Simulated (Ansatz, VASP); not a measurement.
# SiO2 in VASP and in Ansatz

```
Si O
1.0
     4.70590    0.00000    0.00000
     0.00000    4.70590    0.00000
     0.00000    0.00000    6.34322
Si O
4 8
Cartesian
  1.5605 1.5605 0.0000
  0.7925 3.9134 1.5858
  3.1454 3.1454 3.1716
  3.9134 0.7925 4.7574
  1.0809 0.7755 1.3441
  1.5774 3.4339 2.9299
  3.6250 3.9304 4.5157
  3.1285 1.2720 6.1015
  3.4339 1.5774 3.4133
  3.9304 3.6250 1.8275
  1.2720 3.1285 0.2417
  0.7755 1.0809 4.9991
```

Alike in both runs: task single point; functional r2SCAN; k mesh 6 × 6 × 4; occupations tetrahedron; no spin polarisation.

|  | VASP | Ansatz |
| --- | --- | --- |
| version | VASP 6.6.1 | Ansatz 0.2.0 |
| potentials or method | VASP PAW PBE potentials, release 64 (Si, O), cutoff 520 eV | PAW plane waves |
| valence electrons in the cell | 64 | 64 |

VASP gave:

| Property | Result |
| --- | --- |
| gap on the k mesh at the Fermi level (eV) | 6.57 |
| pressure (GPa) | 2.4 |
| traceless stress, the component that is largest in VASP (GPa) | -2.16 |
| rms of the force components (eV/Å) | 0.245 |

Q: What did Ansatz give for the same quantities?

A: gap on the k mesh at the Fermi level (eV): 6.56; pressure (GPa): 2.1; traceless stress, the component that is largest in VASP (GPa): -2.10; rms of the force components (eV/Å): 0.250.

VASP's potentials were made for PBE, not for r2SCAN. Atom by atom the forces differ by 0.013 eV/Å (rms over components). Ansatz's warnings: band table not solved further, product built on unsolved table, tetrahedron derivatives may miss energy slope.
